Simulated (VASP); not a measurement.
# Ge (P6_3/mmc) in VASP: notebook

Ge is run at these levels: BLYP; tasks: single point.

All numbers are computed with VASP 6.6.1; they aren't measurements. Logs are shortened: lines on timing, memory, paths and dates and some standing lists are left out, and cuts for length are marked.

## 1. The cell of the first run

It takes space group P6_3/mmc (No. 194, hexagonal). The conventional cell has a = 3.181 Å, b = 3.181 Å, c = 4.920 Å, α = 90.00°, β = 90.00°, γ = 120.00°. Ge (site symmetry -6m2) has 12 Ge at 3.07 to 3.18 Å within 4.0 Å.

## 2. Single point, BLYP

File INCAR:

```
PREC = Accurate
ENCUT = 520
EDIFF = 1E-7
ISMEAR = -1
SIGMA = 0.1
LREAL = F
LASPH = T
NELM = 100
ALGO = Normal
ISIF = 2
LWAVE = F
LCHARG = F
GGA = B5
ALDAX = 1.0
AGGAX = 1.0
AGGAC = 1.0
ALDAC = 0.0
NBANDS = 21
```

File KPOINTS:

```
Automatic mesh
0
Gamma
  13 13 7
```

File POSCAR:

```
Ge
1.0
    3.1814199281      0.0000000000      0.0000000000
   -1.5907099641      2.7551904779      0.0000000000
    0.0000000000      0.0000000000      4.9203052324
Ge
2
Direct
    0.3333333333      0.6666666667      0.2500000000
    0.6666666667      0.3333333333      0.7500000000
```

Potentials or basis: VASP PAW PBE potentials, release 64 (Ge_d).

Started as:

```sh
cat potpaw_PBE.64/Ge_d/POTCAR > POTCAR
mpirun -np 1 vasp_std > vasp.out
```

OUTCAR:

```text
PREC = Accurate
   ENCUT = 520
   EDIFF = 1E-7
   ISMEAR = -1
   LREAL = F
   LASPH = T
   NELM = 100
   ISIF = 2
   GGA = B5

 ion  position               nearest neighbor table
   1  0.333  0.667  0.250-
   2  0.667  0.333  0.750-

  LATTYP: Found a hexagonal cell.
 ALAT       =     3.1814199281
 C/A-ratio  =     1.5465752223

  Lattice vectors:

 A1 = (   3.1814199281,   0.0000000000,   0.0000000000)
 A2 = (  -1.5907099641,   2.7551904779,   0.0000000000)
 A3 = (   0.0000000000,   0.0000000000,   4.9203052324)

Analysis of symmetry for initial positions (statically):
=====================================================================
 Subroutine PRICEL returns:
 Original cell was already a primitive cell.

 Routine SETGRP: Setting up the symmetry group for a
 hexagonal supercell.

 Subroutine GETGRP returns: Found 24 space group operations
 (whereof 12 operations were pure point group operations)
 out of a pool of 24 trial point group operations.

The static configuration has the point symmetry D_3d.
 The point group associated with its full space group is D_6h.

Analysis of symmetry for dynamics (positions and initial velocities):
=====================================================================
 Subroutine PRICEL returns:
 Original cell was already a primitive cell.

 Routine SETGRP: Setting up the symmetry group for a
 hexagonal supercell.

 Subroutine GETGRP returns: Found 24 space group operations
 (whereof 12 operations were pure point group operations)
 out of a pool of 24 trial point group operations.

The dynamic configuration has the point symmetry D_3d.
 The point group associated with its full space group is D_6h.

 Subroutine INISYM returns: Found 24 space group operations
 (whereof 12 operations are pure point group operations),
 and found     1 'primitive' translations

----------------------------------------------------------------------------------------

                                     Primitive cell

  volume of cell :      43.1285

  direct lattice vectors                    reciprocal lattice vectors
     3.181419928  0.000000000  0.000000000     0.314325057  0.181475656  0.000000000
    -1.590709964  2.755190478  0.000000000     0.000000000  0.362951312  0.000000000
     0.000000000  0.000000000  4.920305232     0.000000000  0.000000000  0.203239424

  length of vectors
     3.181419928  3.181419928  4.920305232     0.362951312  0.362951312  0.203239424

  position of ions in fractional coordinates (direct lattice)
     0.333333333  0.666666667  0.250000000
     0.666666667  0.333333333  0.750000000

  ion indices of the primitive-cell ions
   primitive index   ion index
                 1           1
                 2           2

----------------------------------------------------------------------------------------

 KPOINTS: Automatic mesh

Automatic generation of k-mesh.
 Grid dimensions read from file:
 generate k-points for:   13   13    7

 Generating k-lattice:

  Cartesian coordinates                     Fractional coordinates (reciprocal lattice)
     0.024178851  0.013959666  0.000000000     0.076923077  0.000000000  0.000000000
     0.000000000  0.027919332  0.000000000     0.000000000  0.076923077  0.000000000
     0.000000000  0.000000000  0.029034203     0.000000000  0.000000000  0.142857143

  Length of vectors
     0.027919332  0.027919332  0.029034203

  Shift w.r.t. Gamma in fractional coordinates (k-lattice)
     0.000000000  0.000000000  0.000000000

 Subroutine IBZKPT returns following result:
 ===========================================

 Found     84 irreducible k-points:

 Following reciprocal coordinates:
            Coordinates               Weight
  0.000000  0.000000  0.000000      1.000000
  0.076923 -0.000000  0.000000      6.000000
  0.153846  0.000000  0.000000      6.000000
  0.230769 -0.000000  0.000000      6.000000
  0.307692  0.000000  0.000000      6.000000
  0.384615 -0.000000  0.000000      6.000000
[... 16 lines left out ...]
  0.076923 -0.000000  0.142857     12.000000
  0.153846  0.000000  0.142857     12.000000
 [... further k-points ...]
   k-points           NKPTS =     84   k-points in BZ     NKDIM =     84   number of bands    NBANDS=     21
   number of dos      NEDOS =    301   number of ions     NIONS =      2
   total plane-waves  NPLWV =  23040
   dimension x,y,z NGX =    24 NGY =   24 NGZ =   40
   dimension x,y,z NGXF=    48 NGYF=   48 NGZF=   80
   ions per type =               2
   NGX,Y,Z   is equivalent  to a cutoff of  12.54, 12.54, 13.52 a.u.
   NGXF,Y,Z  is equivalent  to a cutoff of  25.08, 25.08, 27.03 a.u.
 SYSTEM =  unknown system
   PREC   = accura    normal or accurate (medium, high low for compatibility)
   ISTART =      0    job   : 0-new  1-cont  2-samecut
   ICHARG =      2    charge: 1-file 2-atom 10-const
   ISPIN  =      1    spin polarized calculation?
   LNONCOLLINEAR =      F non collinear calculations
   LSORBIT =      F    spin-orbit coupling
   LASPH  =      T    aspherical Exc in radial PAW
   ENCUT  =  520.0 eV  38.22 Ry    6.18 a.u.   5.92  5.92  9.15*2*pi/ulx,y,z
   NELM   =    100;   NELMIN=  2; NELMDL= -5     # of ELM steps
   EDIFF  = 0.1E-06   stopping-criterion for ELM
   LREAL  =      F    real-space projection
   EDIFFG = 0.1E-05   stopping-criterion for IOM
   NSW    =      0    number of steps for IOM
   IBRION =     -1    ionic relax: 0-MD 1-quasi-New 2-CG
   NFREE  =      0    steps in history (QN), initial steepest desc. (CG)
   ISIF   =      2    stress and relaxation
   ISYM   =      2    0-nonsym 1-usesym 2-fastsym
   POTIM  = 0.5000    time-step for ionic-motion
   TEBEG  =    0.0;   TEEND  =   0.0 temperature during run
   PSTRESS=    0.0 pullay stress
   NELECT =      28.0000    total number of electrons
   NUPDOWN=      -1.0000    fix difference up-down
   EMIN   =  10.00;   EMAX   =-10.00  energy-range for DOS
   EFERMI =   0.00;   METHOD = LEGACY
   ISMEAR =    -1;   SIGMA  =   0.10  broadening in eV -4-tet -1-fermi 0-gaus
   EFERMI_NEDOS =   21; number of points for ismear=-14 and -15
   IALGO  =     38    algorithm
   IMIX   =      4    mixing-type and parameters
     AMIX     =   0.40;   BMIX     =  1.00
     AMIX_MAG =   1.60;   BMIX_MAG =  1.00
  volume/ion in A,a.u.               =      21.56       145.52
  Fermi-wavevector in a.u.,A,eV,Ry     =   1.417553  2.678787 27.340313  2.009456
  Thomas-Fermi vector in A             =   2.538771
   LORBIT       =      0    0 simple, 1 ext, 2 COOP (PROOUT), +10 PAW based schemes
   GGA     = B5    functional components
   LHFCALC =     F    Hartree Fock is set to
   AEXX    =    0.0000 exact exchange contribution
   IVDW    =     0    specifies the selected vdW correction
   LEPSILON=     F    determine dielectric tensor
   LRPA    =     F    only Hartree local field effects (RPA)
 non-spin polarized calculation
  energy-cutoff  :      520.00
  volume of cell :       43.13
 maximum number of plane-waves:      1182
 NGX is ok and might be reduce to    24
   NGX = 11   NGY = 11   NGZ = 19

 number of electron      28.0000027 magnetization

 Free energy of the ion-electron system (eV)
  ---------------------------------------------------
  ext. energy  EPLUGINS =         0.00000000
  ---------------------------------------------------
  free energy    TOTEN  =        -6.66047744 eV

  energy without entropy =       -6.62615247  energy(sigma->0) =       -6.64331495

 E-fermi :   5.8782     XC(G=0): -10.0470

 val. band max:        5.8625249109   @ k =   0.2308   0.1538   0.1429
 cond. band min:       5.9337590471   @ k =   0.1538   0.1538   0.1429
 fundamental gap:      0.0712341362
 Fermi energy:         5.8782473706

 k-point     1 :       0.0000    0.0000    0.0000
  band No.  band energies     occupation
      1     -18.8224      2.00000
      2     -18.8224      2.00000
      3     -18.8219      2.00000
      4     -18.8173      2.00000
      5     -18.8173      2.00000
      6     -18.8155      2.00000
[... 13 lines left out ...]
     20      18.0244      0.00000
     21      18.7822      0.00000

 k-point     2 :       0.0769   -0.0000    0.0000
  band No.  band energies     occupation
      1     -18.8264      2.00000
      2     -18.8224      2.00000
      3     -18.8196      2.00000
      4     -18.8144      2.00000
      5     -18.8140      2.00000
      6     -18.8134      2.00000
[... 13 lines left out ...]
     20      17.4356      0.00000
     21      18.8883      0.00000

 k-point     3 :       0.1538    0.0000    0.0000
  band No.  band energies     occupation
      1     -18.8334      2.00000
      2     -18.8215      2.00000
      3     -18.8167      2.00000
      4     -18.8163      2.00000
      5     -18.8119      2.00000
      6     -18.8095      2.00000
[... 13 lines left out ...]
     20      18.4766      0.00000
     21      18.7639      0.00000

 k-point     4 :       0.2308   -0.0000    0.0000
  band No.  band energies     occupation
      1     -18.8411      2.00000
      2     -18.8210      2.00000
      3     -18.8210      2.00000
      4     -18.8204      2.00000
      5     -18.8044      2.00000
      6     -18.8011      2.00000
[... 13 lines left out ...]
     20      17.6503      0.00000
     21      18.6544      0.00000

 k-point     5 :       0.3077    0.0000    0.0000
  band No.  band energies     occupation
      1     -18.8483      2.00000
      2     -18.8265      2.00000
      3     -18.8253      2.00000
      4     -18.8202      2.00000
      5     -18.7986      2.00000
      6     -18.7896      2.00000
[... 13 lines left out ...]
     20      16.9386      0.00000
     21      18.1130      0.00000
[... 382 lines left out ...]
     20      19.9470      0.00000
     21      20.4596      0.00000

 k-point    22 :       0.0000    0.0000    0.1429
  band No.  band energies     occupation
      1     -18.8263      2.00000
      2     -18.8263      2.00000
      3     -18.8214      2.00000
      4     -18.8188      2.00000
      5     -18.8187      2.00000
      6     -18.8157      2.00000
[... 13 lines left out ...]
     20      18.1143      0.00000
     21      18.4304      0.00000

 k-point    23 :       0.0769   -0.0000    0.1429
  band No.  band energies     occupation
      1     -18.8280      2.00000
      2     -18.8242      2.00000
      3     -18.8232      2.00000
      4     -18.8162      2.00000
      5     -18.8159      2.00000
      6     -18.8147      2.00000
[... 13 lines left out ...]
     20      17.4411      0.00000
     21      18.5520      0.00000

 k-point    24 :       0.1538    0.0000    0.1429
  band No.  band energies     occupation
      1     -18.8338      2.00000
      2     -18.8225      2.00000
      3     -18.8203      2.00000
      4     -18.8187      2.00000
      5     -18.8089      2.00000
      6     -18.8083      2.00000
[... 13 lines left out ...]
     20      18.2192      0.00000
     21      18.5361      0.00000

 [... further k-points ...]

------------------------ aborting loop because EDIFF is reached ----------------------------------------

  FORCE on cell =-STRESS in cart. coord.  units (eV):
  Direction    XX          YY          ZZ          XY          YZ          ZX
  --------------------------------------------------------------------------------------
  -------------------------------------------------------------------------------------
  Total       -0.0449152     -0.0449152      0.1460560      0.0000000      0.0000000     -0.0000000
  in kB       -1.6685486     -1.6685486      5.4258183      0.0000000      0.0000000     -0.0000000
  external PRESSURE =       0.6962403 kB  Pullay stress =       0.0000000 kB

 VOLUME and BASIS-vectors are now :
 -----------------------------------------------------------------------------
  energy-cutoff  :      520.00
  volume of cell :       43.13
      direct lattice vectors                 reciprocal lattice vectors
     3.181419928  0.000000000  0.000000000     0.314325057  0.181475656  0.000000000
    -1.590709964  2.755190478  0.000000000     0.000000000  0.362951312  0.000000000
     0.000000000  0.000000000  4.920305232     0.000000000  0.000000000  0.203239424

 POSITION                                       TOTAL-FORCE (eV/Angst)
 -----------------------------------------------------------------------------------
     -0.00000      1.83679      1.23008        -0.000000      0.000000      0.000000
      1.59071      0.91840      3.69023         0.000000     -0.000000      0.000000
 -----------------------------------------------------------------------------------
    total drift:                               -0.000000      0.000000     -0.000000

  FREE ENERGIE OF THE ION-ELECTRON SYSTEM (eV)
  ---------------------------------------------------
  free  energy   TOTEN  =        -6.6604774382 eV

  energy  without entropy=       -6.6261524668  energy(sigma->0) =       -6.64331495
```

Run time: 45 s. Hardware: 1 thread of Intel Xeon 6975P-C, shared host; peak memory 0.2 GiB.

Results:

| Quantity | Value |
| --- | --- |
| Free energy | -6.6605 eV |
| Pressure | 0.1 GPa |
| Band gap on the k mesh | zero (band 14 reaches 11.17 eV, above the bottom of band 15 at 3.97 eV) |

Stress tensor (GPa, compression positive):
```
-0.17  0.00  0.00
 0.00 -0.17  0.00
 0.00  0.00  0.54
```

Levels at points of the mesh, in eV from the Fermi level:
```tsv
k point	band 11	band 12	band 13	band 14	band 15	band 16	band 17	band 18
(0.00, 0.00, 0.00)	-12.14	-7.23	-4.49	5.08	5.08	6.93	6.93	8.30
```

Caveat: the PAW data sets were made with another functional, which shifts forces and pressure a little.

[end of part 1 of 3]
